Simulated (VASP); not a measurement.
# CsSnI3 in VASP: a series of runs, part 2 of 2

VASP 6.6.1. The steps go on from the part before.

**5. Single point, PBE (strain +0.030 along x and y, +0.030 along z)**

The input, INCAR:

```
SYSTEM = CsSnI3
PREC     = Accurate       ! precision mode
ENCUT    = 520            ! plane-wave cutoff, eV
EDIFF    = 1E-6           ! SCF threshold, eV
ISMEAR   = 0              ! smearing method
SIGMA    = 0.03           ! smearing width, eV
LREAL    = .FALSE.        ! projectors in reciprocal space
LASPH    = .TRUE.         ! aspherical terms in the spheres
NELM     = 60             ! most SCF steps
ALGO     = Normal         ! electronic algorithm
ISIF     = 2              ! what is computed and relaxed
LWAVE    = .FALSE.        ! write WAVECAR
LCHARG   = .FALSE.        ! write CHGCAR
GGA      = PE             ! functional
NBANDS   = 30             ! bands
```

The input, KPOINTS:

```
regular mesh
0
G
  6 6 6
  0 0 0
```

The input, POSCAR:

```
CsSnI3
1.0
    6.3918710000      0.0000000000      0.0000000000
    0.0000000000      6.3918710000      0.0000000000
    0.0000000000      0.0000000000      6.3918710000
Cs Sn I
1 1 3
Direct
    0.0000000000      0.0000000000      0.0000000000
    0.5000000000      0.5000000000      0.5000000000
    0.0000000000      0.5000000000      0.5000000000
    0.5000000000      0.0000000000      0.5000000000
    0.5000000000      0.5000000000      0.0000000000
```

Potentials or basis: VASP PAW PBE potentials, release 64 (Cs_sv, Sn_d, I).

Started as:

```console
cat potpaw_PBE.64/Cs_sv/POTCAR potpaw_PBE.64/Sn_d/POTCAR potpaw_PBE.64/I/POTCAR > POTCAR
mpirun -np 1 vasp_std > vasp.out
```

OUTCAR:

```text
SYSTEM = CsSnI3
   PREC = Accurate
   ENCUT = 520
   EDIFF = 1E-6
   ISMEAR = 0
   LREAL = .FALSE.
   LASPH = .TRUE.
   NELM = 60
   ISIF = 2
   GGA = PE

 ion  position               nearest neighbor table
   1  0.000  0.000  0.000-
   2  0.500  0.500  0.500-   3 3.20   4 3.20   5 3.20   5 3.20   4 3.20   3 3.20
   3  0.000  0.500  0.500-   2 3.20   2 3.20
   4  0.500  0.000  0.500-   2 3.20   2 3.20
   5  0.500  0.500  0.000-   2 3.20   2 3.20

  LATTYP: Found a simple cubic cell.
 ALAT       =     6.3918710000

  Lattice vectors:

 A1 = (   6.3918710000,   0.0000000000,   0.0000000000)
 A2 = (   0.0000000000,   6.3918710000,   0.0000000000)
 A3 = (   0.0000000000,   0.0000000000,   6.3918710000)

Analysis of symmetry for initial positions (statically):
=====================================================================
 Subroutine PRICEL returns:
 Original cell was already a primitive cell.

 Routine SETGRP: Setting up the symmetry group for a
 simple cubic supercell.

[... 166 lines left out ...]
  energy without entropy =      -14.00173520  energy(sigma->0) =      -14.00173520

 E-fermi :   1.9887     XC(G=0):  -7.1662

 val. band max:        1.8420390912   @ k =   0.5000   0.5000   0.5000
 cond. band min:       2.5151697025   @ k =   0.5000   0.5000   0.5000
 fundamental gap:      0.6731306113
 Fermi energy:         1.9887113671

 k-point     1 :       0.0000    0.0000    0.0000
  band No.  band energies     occupation
      1     -20.1312      2.00000
      2     -20.0144      2.00000
      3     -20.0144      2.00000
      4     -20.0041      2.00000
      5     -20.0041      2.00000
      6     -20.0041      2.00000
[... 649 lines left out ...]
     29       6.2655      0.00000
     30       7.3687      0.00000

------------------------ aborting loop because EDIFF is reached ----------------------------------------

  FORCE on cell =-STRESS in cart. coord.  units (eV):
  Direction    XX          YY          ZZ          XY          YZ          ZX
  --------------------------------------------------------------------------------------
  -------------------------------------------------------------------------------------
  Total       -1.1344209     -1.1344209     -1.1344209     -0.0000000      0.0000000      0.0000000
  in kB       -6.9598648     -6.9598648     -6.9598648     -0.0000000      0.0000000      0.0000000
  external PRESSURE =      -6.9598648 kB  Pullay stress =       0.0000000 kB

 VOLUME and BASIS-vectors are now :
 -----------------------------------------------------------------------------
  energy-cutoff  :      520.00
  volume of cell :      261.15
      direct lattice vectors                 reciprocal lattice vectors
     6.391871000  0.000000000  0.000000000     0.156448714  0.000000000  0.000000000
     0.000000000  6.391871000  0.000000000     0.000000000  0.156448714  0.000000000
     0.000000000  0.000000000  6.391871000     0.000000000  0.000000000  0.156448714

 POSITION                                       TOTAL-FORCE (eV/Angst)
 -----------------------------------------------------------------------------------
      0.00000      0.00000      0.00000         0.000000      0.000000      0.000000
      3.19594      3.19594      3.19594         0.000000      0.000000      0.000000
      0.00000      3.19594      3.19594         0.000000      0.000000      0.000000
      3.19594      0.00000      3.19594         0.000000      0.000000      0.000000
      3.19594      3.19594      0.00000         0.000000      0.000000      0.000000
 -----------------------------------------------------------------------------------
    total drift:                                0.000000     -0.000000     -0.000000

  FREE ENERGIE OF THE ION-ELECTRON SYSTEM (eV)
  ---------------------------------------------------
  free  energy   TOTEN  =       -14.0017352028 eV

  energy  without entropy=      -14.0017352028  energy(sigma->0) =      -14.00173520
```

Wall time 4 min (1 thread of AMD EPYC 9755, shared host); peak memory 0.37 GiB.

Results:

* Free energy: -14.0017 eV
* Pressure: -0.7 GPa
* Band gap on the k mesh: 0.67 eV, direct

Caveat: the cell differs from its parent crystal (strain +0.030 along x and y, +0.030 along z); spin-orbit coupling is left out, which moves the levels of the heavy elements.

**6. Single point, PBE (strain -0.015 along x and y, -0.030 along z)**

The input, INCAR:

```
ALGO = Normal
EDIFF = 1E-6
ENCUT = 520
GGA = PE
ISIF = 2
ISMEAR = 0
LASPH = T
LCHARG = T
LELF = T
LREAL = F
LVHAR = T
LWAVE = F
NBANDS = 30
NELM = 80
PREC = Accurate
SIGMA = 0.03
```

The input, KPOINTS:

```
k-points
0
Gamma
  6 6 6
```

Changes to POSCAR since step 5:

```diff
@@ -2,5 +2,5 @@
 1.0
-    6.3918710000      0.0000000000      0.0000000000
-    0.0000000000      6.3918710000      0.0000000000
-    0.0000000000      0.0000000000      6.3918710000
+    6.1126145000      0.0000000000      0.0000000000
+    0.0000000000      6.1126145000      0.0000000000
+    0.0000000000      0.0000000000      6.0195290000
 Cs Sn I
```

Potentials or basis: VASP PAW PBE potentials, release 64 (Cs_sv, Sn_d, I).

Started as:

```console
cat potpaw_PBE.64/Cs_sv/POTCAR potpaw_PBE.64/Sn_d/POTCAR potpaw_PBE.64/I/POTCAR > POTCAR
mpirun -np 1 vasp_std > vasp.out
```

OUTCAR:

```text
EDIFF = 1E-6
   ENCUT = 520
   GGA = PE
   ISIF = 2
   ISMEAR = 0
   LASPH = T
   LREAL = F
   NELM = 80
   PREC = Accurate

 ion  position               nearest neighbor table
   1  0.000  0.000  0.000-
   2  0.500  0.500  0.500-   5 3.01   5 3.01   3 3.06   4 3.06   4 3.06   3 3.06
   3  0.000  0.500  0.500-   2 3.06   2 3.06
   4  0.500  0.000  0.500-   2 3.06   2 3.06
   5  0.500  0.500  0.000-   2 3.01   2 3.01

  LATTYP: Found a simple tetragonal cell.
 ALAT       =     6.1126145000
 C/A-ratio  =     0.9847715736

  Lattice vectors:

 A1 = (   6.1126145000,   0.0000000000,   0.0000000000)
 A2 = (   0.0000000000,   6.1126145000,   0.0000000000)
 A3 = (   0.0000000000,   0.0000000000,   6.0195290000)

Analysis of symmetry for initial positions (statically):
=====================================================================
 Subroutine PRICEL returns:
 Original cell was already a primitive cell.

 Routine SETGRP: Setting up the symmetry group for a
 simple tetragonal supercell.

 Subroutine GETGRP returns: Found 16 space group operations
 (whereof 16 operations were pure point group operations)
 out of a pool of 16 trial point group operations.

The static configuration has the point symmetry D_4h.

Analysis of symmetry for dynamics (positions and initial velocities):
=====================================================================
 Subroutine PRICEL returns:
 Original cell was already a primitive cell.

 Routine SETGRP: Setting up the symmetry group for a
 simple tetragonal supercell.

 Subroutine GETGRP returns: Found 16 space group operations
[... 122 lines left out ...]
   EMIN   =  10.00;   EMAX   =-10.00  energy-range for DOS
   EFERMI =   0.00;   METHOD = LEGACY
   ISMEAR =     0;   SIGMA  =   0.03  broadening in eV -4-tet -1-fermi 0-gaus
   EFERMI_NEDOS =   21; number of points for ismear=-14 and -15
   IALGO  =     38    algorithm
   IMIX   =      4    mixing-type and parameters
     AMIX     =   0.40;   BMIX     =  1.00
     AMIX_MAG =   1.60;   BMIX_MAG =  1.00
  volume/ion in A,a.u.               =      44.98       303.56
  Fermi-wavevector in a.u.,A,eV,Ry     =   0.950357  1.795915 12.288494  0.903179
  Thomas-Fermi vector in A             =   2.078726
   LORBIT       =      0    0 simple, 1 ext, 2 COOP (PROOUT), +10 PAW based schemes
   GGA     = PE    functional components
   LHFCALC =     F    Hartree Fock is set to
   AEXX    =    0.0000 exact exchange contribution
   IVDW    =     0    specifies the selected vdW correction
   LEPSILON=     F    determine dielectric tensor
   LRPA    =     F    only Hartree local field effects (RPA)
 non-spin polarized calculation
 Gauss-broadening in eV      SIGMA  =   0.03
  energy-cutoff  :      520.00
  volume of cell :      224.91
 maximum number of plane-waves:      6102
 NGX is ok and might be reduce to    48
   NGX = 23   NGY = 23   NGZ = 23

 number of electron      44.0000015 magnetization

 Free energy of the ion-electron system (eV)
  ---------------------------------------------------
  ext. energy  EPLUGINS =         0.00000000
  ---------------------------------------------------
  free energy    TOTEN  =       -13.89524028 eV

  energy without entropy =      -13.89504585  energy(sigma->0) =      -13.89514307

 E-fermi :   3.6990     XC(G=0):  -7.7769

 val. band max:        3.0810280454   @ k =   0.5000   0.3333   0.5000
 cond. band min:       3.7021967237   @ k =   0.5000   0.5000   0.5000
 fundamental gap:      0.6211686783
 Fermi energy:         3.6989683208

 k-point     1 :       0.0000    0.0000    0.0000
  band No.  band energies     occupation
      1     -18.9216      2.00000
      2     -18.6587      2.00000
      3     -18.6557      2.00000
      4     -18.6288      2.00000
      5     -18.6272      2.00000
      6     -18.6272      2.00000
[... 781 lines left out ...]
     29       8.0959      0.00000
     30       8.4322      0.00000

 [... further k-points ...]

------------------------ aborting loop because EDIFF is reached ----------------------------------------

  FORCE on cell =-STRESS in cart. coord.  units (eV):
  Direction    XX          YY          ZZ          XY          YZ          ZX
  --------------------------------------------------------------------------------------
  -------------------------------------------------------------------------------------
  Total        2.3402745      2.3402745      3.3498584      0.0000000      0.0000000      0.0000000
  in kB       16.6709695     16.6709695     23.8627505      0.0000000      0.0000000      0.0000000
  external PRESSURE =      19.0682299 kB  Pullay stress =       0.0000000 kB

 VOLUME and BASIS-vectors are now :
 -----------------------------------------------------------------------------
  energy-cutoff  :      520.00
  volume of cell :      224.91
      direct lattice vectors                 reciprocal lattice vectors
     6.112614500  0.000000000  0.000000000     0.163596118  0.000000000  0.000000000
     0.000000000  6.112614500  0.000000000     0.000000000  0.163596118  0.000000000
     0.000000000  0.000000000  6.019529000     0.000000000  0.000000000  0.166125954

 POSITION                                       TOTAL-FORCE (eV/Angst)
 -----------------------------------------------------------------------------------
      0.00000      0.00000      0.00000         0.000000      0.000000      0.000000
      3.05631      3.05631      3.00976         0.000000      0.000000      0.000000
      0.00000      3.05631      3.00976         0.000000      0.000000      0.000000
      3.05631      0.00000      3.00976         0.000000      0.000000      0.000000
      3.05631      3.05631      0.00000         0.000000      0.000000      0.000000
 -----------------------------------------------------------------------------------
    total drift:                                0.000000     -0.000000     -0.000000

  FREE ENERGIE OF THE ION-ELECTRON SYSTEM (eV)
  ---------------------------------------------------
  free  energy   TOTEN  =       -13.8952402806 eV

  energy  without entropy=      -13.8950458526  energy(sigma->0) =      -13.89514307
```

stdout:

```text
POSCAR found type information on POSCAR CsSnI
 POSCAR found :  3 types and       5 ions
 scaLAPACK will be used
 LDA part: xc-table for (Slater+PW92), standard interpolation
 POSCAR, INCAR and KPOINTS ok, starting setup
 FFT: planning ... GRIDC
 FFT: planning ... GRID_SOFT
 FFT: planning ... GRID
 WAVECAR not read
 entering main loop
```

Wall time 7.3 min (1 thread of AMD EPYC 9755, shared host); peak memory 0.44 GiB.

Results:

```yaml
Free_energy: -13.8952 eV
Pressure: 1.9 GPa
Band_gap_on_the_k_mesh: zero (filled and empty bands touch)
```

Caveat: the cell differs from its parent crystal (strain -0.015 along x and y, -0.030 along z); spin-orbit coupling is left out, which moves the levels of the heavy elements.

**7. Single point, PBE (strain -0.030 along x and y, -0.015 along z)**

The input, INCAR:

```
SYSTEM = CsSnI3
PREC = Accurate
ENCUT = 520
EDIFF = 1E-7
ISMEAR = 0
SIGMA = 0.03
LREAL = .FALSE.
LASPH = .TRUE.
NELM = 100
ALGO = Normal
ISIF = 2
LWAVE = .FALSE.
LCHARG = .TRUE.
GGA = PE
LELF = .TRUE.
LVHAR = .TRUE.
NBANDS = 30
```

The input, KPOINTS:

```
regular mesh
0
G
  6 6 6
  0 0 0
```

Changes to POSCAR since step 6:

```diff
@@ -2,5 +2,5 @@
 1.0
-    6.1126145000      0.0000000000      0.0000000000
-    0.0000000000      6.1126145000      0.0000000000
-    0.0000000000      0.0000000000      6.0195290000
+    6.0195290000      0.0000000000      0.0000000000
+    0.0000000000      6.0195290000      0.0000000000
+    0.0000000000      0.0000000000      6.1126145000
 Cs Sn I
```

Started as:

```console
cat potpaw_PBE.64/Cs_sv/POTCAR potpaw_PBE.64/Sn_d/POTCAR potpaw_PBE.64/I/POTCAR > POTCAR
mpirun -np 1 vasp_std > vasp.out
```

It took 7.4 min on 1 thread of AMD EPYC 9755, shared host; peak memory 0.45 GiB.

It converged, with:

| Item | Value |
| --- | --- |
| Free energy | -13.8506 eV |
| Pressure | 2.3 GPa |
| Band gap on the k mesh | 0.12 eV, direct |

Stress tensor (GPa, compression positive):
```
2.52 0.00 0.00
0.00 2.52 0.00
0.00 0.00 1.81
```

Levels at points of the mesh, in eV from the valence-band top:
| k point | band 19 | band 20 | band 21 | band 22 | band 23 | band 24 | band 25 | band 26 |
| --- | --- | --- | --- | --- | --- | --- | --- | --- |
| (0.00, 0.00, 0.00) | -2.78 | -2.58 | -2.58 | -2.57 | 1.89 | 2.63 | 2.67 | 2.96 |
| (0.50, 0.00, 0.00) | -2.99 | -2.75 | -2.73 | -1.69 | 0.91 | 3.59 | 3.64 | 3.79 |
| (0.50, 0.50, 0.00) | -3.16 | -2.92 | -2.09 | -0.72 | 0.57 | 0.57 | 3.82 | 3.92 |
| (0.00, 0.00, 0.50) | -2.99 | -2.73 | -2.73 | -1.83 | 0.88 | 3.52 | 3.63 | 3.81 |
| (0.50, 0.00, 0.50) | -3.13 | -2.92 | -2.13 | -0.84 | 0.53 | 0.62 | 3.90 | 4.10 |
| (0.50, 0.50, 0.50) | -2.11 | -2.11 | -2.07 | 0.00 | 0.12 | 0.12 | 0.14 | 2.62 |

Caveat: the cell differs from its parent crystal (strain -0.030 along x and y, -0.015 along z); spin-orbit coupling is left out, which moves the levels of the heavy elements. A k mesh can miss the band edges.

**8. The runs side by side**

| cell | gap on the mesh (eV) | pressure (GPa) |
| --- | --- | --- |
| a = 6.020 Å, 5 atoms | none | 2.7 |
| a = 6.113 Å, 5 atoms | 0.10 | 1.6 |
| a = 6.299 Å, 5 atoms | 0.50 | -0.1 |
| a = 6.392 Å, 5 atoms | 0.67 | -0.7 |
| a = 6.113, b = 6.113, c = 6.020 Å, 5 atoms | none | 1.9 |
| a = 6.020, b = 6.020, c = 6.113 Å, 5 atoms | 0.12 | 2.3 |

Alike in all rows: task single point; level PBE; potentials or basis VASP PAW PBE potentials, release 64 (Cs_sv, Sn_d, I); no spin polarisation; k mesh 6 × 6 × 6; cutoff (eV) 520; smearing gaussian 0.03 eV.

Caveats: spin-orbit coupling is left out, which moves the levels of the heavy elements.

Total energies depend on the potentials used, so only differences within one code and one set of settings carry meaning.
